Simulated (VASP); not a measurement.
Here is a VASP 6.6.1 calculation.

INCAR

```
ALGO = Fast
EDIFF = 1E-6
ENCUT = 520
GGA = PS
ISIF = 2
ISMEAR = 0
LASPH = True
LCHARG = False
LREAL = False
LWAVE = False
NBANDS = 18
NELM = 60
PREC = Accurate
SIGMA = 0.1
```

The input KPOINTS:

```
k-points
0
Gamma
  24 24 12
```

Contents of POSCAR:

```
Cu
1.0
    2.6214146662      0.0000000000      0.0000000000
   -1.3107073331      2.2702116948      0.0000000000
    0.0000000000      0.0000000000      4.2811841982
Cu
2
Direct
    0.3333333333      0.6666666667      0.2500000000
    0.6666666667      0.3333333333      0.7500000000
```

Potentials or basis: VASP PAW PBE potentials, release 64 (Cu).

The run is started by

```bash
$ cat potpaw_PBE.64/Cu/POTCAR > POTCAR
$ mpirun -np 1 vasp_std > vasp.out
```

(1) Estimate the pressure.

(2) What does it give for the band gap on the k mesh?

Answers

(1) -14.1 GPa.

(2) zero (band 11 reaches 10.35 eV, above the bottom of band 12 at 4.66 eV).

Caveat: the cell differs from its parent crystal (equal strain along all axes, cell held: +4.0 %); the PAW data sets were made with another functional, which shifts forces and pressure a little.
